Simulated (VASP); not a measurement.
# Zn3SnO (Pm-3m) in VASP: notebook

Zn3SnO is run at these levels: PBE; tasks: single point, relaxation of cell and atoms.

Program: VASP 6.6.1. These are calculated values, not measurements. Logs are shortened: lines on timing, memory, paths and dates and some standing lists are left out, and cuts for length are marked.

**1. The cell of the first run**

Symmetry: Pm-3m, No. 221, cubic system. Conventional cell: a = 5.085 Å, b = 5.085 Å, c = 5.085 Å, α = 90.00°, β = 90.00°, γ = 90.00°. Within 3.4 Å of Zn (site symmetry 4/mmm) lie 2 Sn at 2.54 Å. Sn (site symmetry m-3m) has 6 Zn at 2.54 Å within 3.4 Å. Within 4.7 Å of O (site symmetry m-3m) lie 12 Zn at 3.60 Å and 8 Sn at 4.40 Å.

**2. Single point, PBE**

The input, INCAR:

```
SYSTEM = Zn3SnO
ALGO = Normal
EDIFF = 1E-6
ENCUT = 520
GGA = PE
ISIF = 2
ISMEAR = 0
LASPH = .True.
LCHARG = .False.
LREAL = .False.
LWAVE = .False.
NBANDS = 36
NELM = 60
PREC = Accurate
SIGMA = 0.1
```

The input, KPOINTS:

```
k-points
0
Gamma
  8 8 8
  0 0 0
```

The input, POSCAR:

```
Zn3SnO
1.0
    5.0848526923      0.0000000000      0.0000000000
    0.0000000000      5.0848526923      0.0000000000
    0.0000000000      0.0000000000      5.0848526923
Zn Sn O
3 1 1
Direct
    0.0000000000      0.5000000000      0.5000000000
    0.5000000000      0.0000000000      0.5000000000
    0.5000000000      0.5000000000      0.0000000000
    0.5000000000      0.5000000000      0.5000000000
    0.0000000000      0.0000000000      0.0000000000
```

Potentials or basis: VASP PAW PBE potentials, release 64 (Zn, Sn_d, O).

Launch:

```sh
$ cat potpaw_PBE.64/Zn/POTCAR potpaw_PBE.64/Sn_d/POTCAR potpaw_PBE.64/O/POTCAR > POTCAR
$ mpirun -np 1 vasp_std > vasp.out
```

OUTCAR:

```text
SYSTEM = Zn3SnO
   EDIFF = 1E-6
   ENCUT = 520
   GGA = PE
   ISIF = 2
   ISMEAR = 0
   LASPH = .True.
   LREAL = .False.
   NELM = 60
   PREC = Accurate

 ion  position               nearest neighbor table
   1  0.000  0.500  0.500-   4 2.54   4 2.54
   2  0.500  0.000  0.500-   4 2.54   4 2.54
   3  0.500  0.500  0.000-   4 2.54   4 2.54
   4  0.500  0.500  0.500-   1 2.54   2 2.54   3 2.54   3 2.54   2 2.54   1 2.54
   5  0.000  0.000  0.000-

  LATTYP: Found a simple cubic cell.
 ALAT       =     5.0848526923

  Lattice vectors:

 A1 = (   5.0848526923,   0.0000000000,   0.0000000000)
 A2 = (   0.0000000000,   5.0848526923,   0.0000000000)
 A3 = (   0.0000000000,   0.0000000000,   5.0848526923)

Analysis of symmetry for initial positions (statically):
=====================================================================
 Subroutine PRICEL returns:
 Original cell was already a primitive cell.

 Routine SETGRP: Setting up the symmetry group for a
 simple cubic supercell.

 Subroutine GETGRP returns: Found 48 space group operations
 (whereof 48 operations were pure point group operations)
 out of a pool of 48 trial point group operations.

The static configuration has the point symmetry O_h .

Analysis of symmetry for dynamics (positions and initial velocities):
=====================================================================
 Subroutine PRICEL returns:
 Original cell was already a primitive cell.

 Routine SETGRP: Setting up the symmetry group for a
 simple cubic supercell.

 Subroutine GETGRP returns: Found 48 space group operations
 (whereof 48 operations were pure point group operations)
 out of a pool of 48 trial point group operations.

The dynamic configuration has the point symmetry O_h .

 Subroutine INISYM returns: Found 48 space group operations
 (whereof 48 operations are pure point group operations),
 and found     1 'primitive' translations

----------------------------------------------------------------------------------------

                                     Primitive cell

  volume of cell :     131.4726

  direct lattice vectors                    reciprocal lattice vectors
     5.084852692  0.000000000  0.000000000     0.196662531  0.000000000  0.000000000
     0.000000000  5.084852692  0.000000000     0.000000000  0.196662531  0.000000000
     0.000000000  0.000000000  5.084852692     0.000000000  0.000000000  0.196662531

  length of vectors
     5.084852692  5.084852692  5.084852692     0.196662531  0.196662531  0.196662531

  position of ions in fractional coordinates (direct lattice)
     0.000000000  0.500000000  0.500000000
     0.500000000  0.000000000  0.500000000
     0.500000000  0.500000000  0.000000000
     0.500000000  0.500000000  0.500000000
     0.000000000  0.000000000  0.000000000

  ion indices of the primitive-cell ions
   primitive index   ion index
                 1           1
                 2           2
                 3           3
                 4           4
                 5           5

----------------------------------------------------------------------------------------

 KPOINTS: k-points

Automatic generation of k-mesh.
 Grid dimensions read from file:
 generate k-points for:    8    8    8

 Generating k-lattice:

  Cartesian coordinates                     Fractional coordinates (reciprocal lattice)
     0.024582816  0.000000000  0.000000000     0.125000000  0.000000000  0.000000000
     0.000000000  0.024582816  0.000000000     0.000000000  0.125000000  0.000000000
     0.000000000  0.000000000  0.024582816     0.000000000  0.000000000  0.125000000

  Length of vectors
     0.024582816  0.024582816  0.024582816

  Shift w.r.t. Gamma in fractional coordinates (k-lattice)
     0.000000000  0.000000000  0.000000000

 Subroutine IBZKPT returns following result:
 ===========================================

 Found     35 irreducible k-points:

 Following reciprocal coordinates:
            Coordinates               Weight
  0.000000  0.000000  0.000000      1.000000
  0.125000  0.000000  0.000000      6.000000
  0.250000  0.000000  0.000000      6.000000
  0.375000  0.000000  0.000000      6.000000
  0.500000  0.000000  0.000000      3.000000
  0.125000  0.125000  0.000000     12.000000
[... 16 lines left out ...]
  0.375000  0.375000  0.125000     24.000000
  0.500000  0.375000  0.125000     24.000000
 [... further k-points ...]
   k-points           NKPTS =     35   k-points in BZ     NKDIM =     35   number of bands    NBANDS=     36
   number of dos      NEDOS =    301   number of ions     NIONS =      5
   total plane-waves  NPLWV =  64000
   dimension x,y,z NGX =    40 NGY =   40 NGZ =   40
   dimension x,y,z NGXF=    80 NGYF=   80 NGZF=   80
   ions per type =               3   1   1
   NGX,Y,Z   is equivalent  to a cutoff of  13.08, 13.08, 13.08 a.u.
   NGXF,Y,Z  is equivalent  to a cutoff of  26.16, 26.16, 26.16 a.u.
 SYSTEM =  Zn3SnO
   PREC   = accura    normal or accurate (medium, high low for compatibility)
   ISTART =      0    job   : 0-new  1-cont  2-samecut
   ICHARG =      2    charge: 1-file 2-atom 10-const
   ISPIN  =      1    spin polarized calculation?
   LNONCOLLINEAR =      F non collinear calculations
   LSORBIT =      F    spin-orbit coupling
   LASPH  =      T    aspherical Exc in radial PAW
   ENCUT  =  520.0 eV  38.22 Ry    6.18 a.u.   9.45  9.45  9.45*2*pi/ulx,y,z
   NELM   =     60;   NELMIN=  2; NELMDL= -5     # of ELM steps
   EDIFF  = 0.1E-05   stopping-criterion for ELM
   LREAL  =      F    real-space projection
   EDIFFG = 0.1E-04   stopping-criterion for IOM
   NSW    =      0    number of steps for IOM
   IBRION =     -1    ionic relax: 0-MD 1-quasi-New 2-CG
   NFREE  =      0    steps in history (QN), initial steepest desc. (CG)
   ISIF   =      2    stress and relaxation
   ISYM   =      2    0-nonsym 1-usesym 2-fastsym
   POTIM  = 0.5000    time-step for ionic-motion
   TEBEG  =    0.0;   TEEND  =   0.0 temperature during run
   PSTRESS=    0.0 pullay stress
   NELECT =      56.0000    total number of electrons
   NUPDOWN=      -1.0000    fix difference up-down
   EMIN   =  10.00;   EMAX   =-10.00  energy-range for DOS
   EFERMI =   0.00;   METHOD = LEGACY
   ISMEAR =     0;   SIGMA  =   0.10  broadening in eV -4-tet -1-fermi 0-gaus
   EFERMI_NEDOS =   21; number of points for ismear=-14 and -15
   IALGO  =     38    algorithm
   IMIX   =      4    mixing-type and parameters
     AMIX     =   0.40;   BMIX     =  1.00
     AMIX_MAG =   1.60;   BMIX_MAG =  1.00
  volume/ion in A,a.u.               =      26.29       177.44
  Fermi-wavevector in a.u.,A,eV,Ry     =   1.231759  2.327687 20.643176  1.517231
  Thomas-Fermi vector in A             =   2.366556
   LORBIT       =      0    0 simple, 1 ext, 2 COOP (PROOUT), +10 PAW based schemes
   GGA     = PE    functional components
   LHFCALC =     F    Hartree Fock is set to
   AEXX    =    0.0000 exact exchange contribution
   IVDW    =     0    specifies the selected vdW correction
   LEPSILON=     F    determine dielectric tensor
   LRPA    =     F    only Hartree local field effects (RPA)
 non-spin polarized calculation
 Gauss-broadening in eV      SIGMA  =   0.10
  energy-cutoff  :      520.00
  volume of cell :      131.47
 maximum number of plane-waves:      3575
 NGX is ok and might be reduce to    40
   NGX = 19   NGY = 19   NGZ = 19

 number of electron      56.0000029 magnetization

 Free energy of the ion-electron system (eV)
  ---------------------------------------------------
  ext. energy  EPLUGINS =         0.00000000
  ---------------------------------------------------
  free energy    TOTEN  =        -8.36796324 eV

  energy without entropy =       -8.32700970  energy(sigma->0) =       -8.34748647

 E-fermi :   0.6401     XC(G=0):  -8.4799

 val. band max:        0.6350272665   @ k =   0.3750   0.1250   0.0000
 cond. band min:       0.6436383724   @ k =   0.0000   0.0000   0.0000
 fundamental gap:      0.0086111058
 Fermi energy:         0.6400783644

 k-point     1 :       0.0000    0.0000    0.0000
  band No.  band energies     occupation
      1     -20.8885      2.00000
      2     -20.8885      2.00000
      3     -20.7706      2.00000
      4     -20.7706      2.00000
      5     -20.7706      2.00000
      6     -13.9931      2.00000
[... 28 lines left out ...]
     35       6.5609      0.00000
     36       6.5609      0.00000

 k-point     2 :       0.1250    0.0000    0.0000
  band No.  band energies     occupation
      1     -20.8885      2.00000
      2     -20.8860      2.00000
      3     -20.7706      2.00000
      4     -20.7704      2.00000
      5     -20.7704      2.00000
      6     -13.9921      2.00000
[... 28 lines left out ...]
     35       6.2679      0.00000
     36       6.3942      0.00000

 k-point     3 :       0.2500    0.0000    0.0000
  band No.  band energies     occupation
      1     -20.8885      2.00000
      2     -20.8797      2.00000
      3     -20.7705      2.00000
      4     -20.7699      2.00000
      5     -20.7699      2.00000
      6     -13.9897      2.00000
[... 28 lines left out ...]
     35       5.6809      0.00000
     36       6.2722      0.00000

 k-point     4 :       0.3750    0.0000    0.0000
  band No.  band energies     occupation
      1     -20.8885      2.00000
      2     -20.8735      2.00000
      3     -20.7705      2.00000
      4     -20.7695      2.00000
      5     -20.7695      2.00000
      6     -13.9874      2.00000
[... 28 lines left out ...]
     35       5.4603      0.00000
     36       6.1982      0.00000

 k-point     5 :       0.5000    0.0000    0.0000
  band No.  band energies     occupation
      1     -20.8885      2.00000
      2     -20.8709      2.00000
      3     -20.7705      2.00000
      4     -20.7693      2.00000
      5     -20.7693      2.00000
      6     -13.9865      2.00000
[... 655 lines left out ...]
 k-point    22 :       0.5000    0.2500    0.1250
  band No.  band energies     occupation
      1     -20.8805      2.00000
      2     -20.8674      2.00000
      3     -20.7697      2.00000
      4     -20.7691      2.00000
      5     -20.7687      2.00000
      6     -13.9836      2.00000
[... 28 lines left out ...]
     35       6.4253      0.00000
     36       6.8876      0.00000

 k-point    23 :       0.3750    0.3750    0.1250
  band No.  band energies     occupation
      1     -20.8784      2.00000
      2     -20.8659      2.00000
      3     -20.7693      2.00000
      4     -20.7693      2.00000
      5     -20.7684      2.00000
      6     -13.9828      2.00000
[... 28 lines left out ...]
     35       6.2028      0.00000
     36       6.3500      0.00000

 k-point    24 :       0.5000    0.3750    0.1250
  band No.  band energies     occupation
      1     -20.8778      2.00000
      2     -20.8638      2.00000
      3     -20.7693      2.00000
      4     -20.7691      2.00000
      5     -20.7683      2.00000
      6     -13.9821      2.00000
[... 28 lines left out ...]
     35       6.2420      0.00000
     36       7.3343      0.00000

 [... further k-points ...]

------------------------ aborting loop because EDIFF is reached ----------------------------------------

  FORCE on cell =-STRESS in cart. coord.  units (eV):
  Direction    XX          YY          ZZ          XY          YZ          ZX
  --------------------------------------------------------------------------------------
  -------------------------------------------------------------------------------------
  Total        0.0153077      0.0153077      0.0153077      0.0000000     -0.0000000      0.0000000
  in kB        0.1865455      0.1865455      0.1865455      0.0000000     -0.0000000      0.0000000
  external PRESSURE =       0.1865455 kB  Pullay stress =       0.0000000 kB

 VOLUME and BASIS-vectors are now :
 -----------------------------------------------------------------------------
  energy-cutoff  :      520.00
  volume of cell :      131.47
      direct lattice vectors                 reciprocal lattice vectors
     5.084852692  0.000000000  0.000000000     0.196662531  0.000000000  0.000000000
     0.000000000  5.084852692  0.000000000     0.000000000  0.196662531  0.000000000
     0.000000000  0.000000000  5.084852692     0.000000000  0.000000000  0.196662531

 POSITION                                       TOTAL-FORCE (eV/Angst)
 -----------------------------------------------------------------------------------
      0.00000      2.54243      2.54243         0.000000      0.000000      0.000000
      2.54243      0.00000      2.54243         0.000000      0.000000      0.000000
      2.54243      2.54243      0.00000         0.000000      0.000000      0.000000
      2.54243      2.54243      2.54243         0.000000      0.000000      0.000000
      0.00000      0.00000      0.00000         0.000000      0.000000      0.000000
 -----------------------------------------------------------------------------------
    total drift:                               -0.000000      0.000000     -0.000000

  FREE ENERGIE OF THE ION-ELECTRON SYSTEM (eV)
  ---------------------------------------------------
  free  energy   TOTEN  =        -8.3679632362 eV

  energy  without entropy=       -8.3270096951  energy(sigma->0) =       -8.34748647
```

Wall time 4.6 min (1 thread of Intel Xeon 8259CL, shared host); peak memory 0.33 GiB.

What came out:

```
Free energy            : -8.3680 eV
Pressure               : 0.0 GPa
Band gap on the k mesh : zero (bands 28 and 29 overlap by 0.21 eV)
```

Caveat: semilocal functionals underestimate gaps, so a narrow gap can read as zero; spin-orbit coupling is left out, which moves the levels of the heavy elements.

**3. Relaxation of cell and atoms, PBE**

The input, INCAR:

```
SYSTEM = Zn3SnO
ALGO = Normal ; EDIFF = 1E-7
EDIFFG = -0.01 ; ENCUT = 600
GGA = PE ; IBRION = 2
ISIF = 3 ; ISMEAR = 0
LASPH = .True. ; LCHARG = .False.
LREAL = .False. ; LWAVE = .False.
NELM = 60 ; NSW = 100
PREC = Accurate ; SIGMA = 0.1
```

KPOINTS is that of step 2.

Edit POSCAR of step 2 so:

```diff
@@ -2,5 +2,5 @@
 1.0
-    5.0848526923      0.0000000000      0.0000000000
-    0.0000000000      5.0848526923      0.0000000000
-    0.0000000000      0.0000000000      5.0848526923
+    5.0872065693      0.0000000000      0.0000000000
+    0.0000000000      5.0872065693      0.0000000000
+    0.0000000000      0.0000000000      5.0872065693
 Zn Sn O
```

Potentials or basis: VASP PAW PBE potentials, release 64 (Zn, Sn_d, O).

Launch:

```sh
$ cat potpaw_PBE.64/Zn/POTCAR potpaw_PBE.64/Sn_d/POTCAR potpaw_PBE.64/O/POTCAR > POTCAR
$ mpirun -np 1 vasp_std > vasp.out
```

OUTCAR:

```text
SYSTEM = Zn3SnO
   EDIFF = 1E-7
   EDIFFG = -0.01
   ENCUT = 600
   GGA = PE
   IBRION = 2
   ISIF = 3
   ISMEAR = 0
   LASPH = .True.
   LREAL = .False.
   NELM = 60
   NSW = 100
   PREC = Accurate

 ion  position               nearest neighbor table
   1  0.000  0.500  0.500-   4 2.54   4 2.54
   2  0.500  0.000  0.500-   4 2.54   4 2.54
   3  0.500  0.500  0.000-   4 2.54   4 2.54
   4  0.500  0.500  0.500-   1 2.54   2 2.54   3 2.54   3 2.54   2 2.54   1 2.54
   5  0.000  0.000  0.000-

  LATTYP: Found a simple cubic cell.
 ALAT       =     5.0872065693

  Lattice vectors:

 A1 = (   5.0872065693,   0.0000000000,   0.0000000000)
 A2 = (   0.0000000000,   5.0872065693,   0.0000000000)
 A3 = (   0.0000000000,   0.0000000000,   5.0872065693)

Analysis of symmetry for initial positions (statically):
=====================================================================
 Subroutine PRICEL returns:
 Original cell was already a primitive cell.

 Routine SETGRP: Setting up the symmetry group for a
 simple cubic supercell.

[... 176 lines left out ...]
 val. band max:        0.6264361031   @ k =   0.3750   0.1250   0.0000
 cond. band min:       0.6353082287   @ k =   0.5000   0.1250   0.0000
 fundamental gap:      0.0088721256
 Fermi energy:         0.6320783376

 k-point     1 :       0.0000    0.0000    0.0000
  band No.  band energies     occupation
      1     -20.8941      2.00000
      2     -20.8941      2.00000
      3     -20.7766      2.00000
      4     -20.7766      2.00000
      5     -20.7766      2.00000
      6     -14.0012      2.00000
[... 853 lines left out ...]
     32       3.7652      0.00000
     33       5.1525      0.00000

 [... further k-points ...]

------------------------ aborting loop because EDIFF is reached ----------------------------------------

  FORCE on cell =-STRESS in cart. coord.  units (eV):
  Direction    XX          YY          ZZ          XY          YZ          ZX
  --------------------------------------------------------------------------------------
  -------------------------------------------------------------------------------------
  Total       -0.0262477     -0.0262477     -0.0262477      0.0000000      0.0000000     -0.0000000
  in kB       -0.3194212     -0.3194212     -0.3194212      0.0000000      0.0000000     -0.0000000
  external PRESSURE =      -0.3194212 kB  Pullay stress =       0.0000000 kB

 VOLUME and BASIS-vectors are now :
 -----------------------------------------------------------------------------
  energy-cutoff  :      600.00
  volume of cell :      131.66
      direct lattice vectors                 reciprocal lattice vectors
     5.087206569  0.000000000  0.000000000     0.196571534  0.000000000  0.000000000
     0.000000000  5.087206569  0.000000000     0.000000000  0.196571534  0.000000000
     0.000000000  0.000000000  5.087206569     0.000000000  0.000000000  0.196571534

 POSITION                                       TOTAL-FORCE (eV/Angst)
 -----------------------------------------------------------------------------------
      0.00000      2.54360      2.54360         0.000000      0.000000      0.000000
      2.54360      0.00000      2.54360         0.000000      0.000000      0.000000
      2.54360      2.54360      0.00000         0.000000      0.000000      0.000000
      2.54360      2.54360      2.54360         0.000000      0.000000      0.000000
      0.00000      0.00000      0.00000         0.000000      0.000000      0.000000
 -----------------------------------------------------------------------------------
    total drift:                                0.000000     -0.000000     -0.000000

  FREE ENERGIE OF THE ION-ELECTRON SYSTEM (eV)
  ---------------------------------------------------
  free  energy   TOTEN  =        -8.3678222549 eV

  energy  without entropy=       -8.3267450663  energy(sigma->0) =       -8.34728366

 reached required accuracy - stopping structural energy minimisation
```

CONTCAR:

```text
Zn3SnO
   1.00000000000000
     5.0872065693000001    0.0000000000000000    0.0000000000000000
     0.0000000000000000    5.0872065693000001    0.0000000000000000
     0.0000000000000000    0.0000000000000000    5.0872065693000001
  Zn              Sn              O
     3     1     1
Direct
     0.0000000000000000    0.5000000000000000    0.5000000000000000
     0.5000000000000000    0.0000000000000000    0.5000000000000000
     0.5000000000000000    0.5000000000000000    0.0000000000000000
     0.5000000000000000    0.5000000000000000    0.5000000000000000
     0.0000000000000000    0.0000000000000000    0.0000000000000000

  0.00000000E+00  0.00000000E+00  0.00000000E+00
  0.00000000E+00  0.00000000E+00  0.00000000E+00
  0.00000000E+00  0.00000000E+00  0.00000000E+00
  0.00000000E+00  0.00000000E+00  0.00000000E+00
  0.00000000E+00  0.00000000E+00  0.00000000E+00
```

Run time: 6.2 min. Hardware: 1 thread of Intel Xeon 8259CL, shared host; peak memory 0.37 GiB.

What came out:

| Property | Result |
| --- | --- |
| Free energy | -8.3678 eV |
| Pressure after relaxing | 0.0 GPa |
| Band gap on the k mesh | zero (bands 28 and 29 overlap by 0.21 eV) |

Final structure:
```
Zn Sn O
1.0
     5.08721    0.00000    0.00000
     0.00000    5.08721    0.00000
     0.00000    0.00000    5.08721
Zn Sn O
3 1 1
Direct
  0.00000 0.50000 0.50000
  0.50000 0.00000 0.50000
  0.50000 0.50000 0.00000
  0.50000 0.50000 0.50000
  0.00000 0.00000 0.00000
```

Caveat: the relaxation stopped at its first step, so nothing moved; semilocal functionals underestimate gaps, so a narrow gap can read as zero; spin-orbit coupling is left out, which moves the levels of the heavy elements.
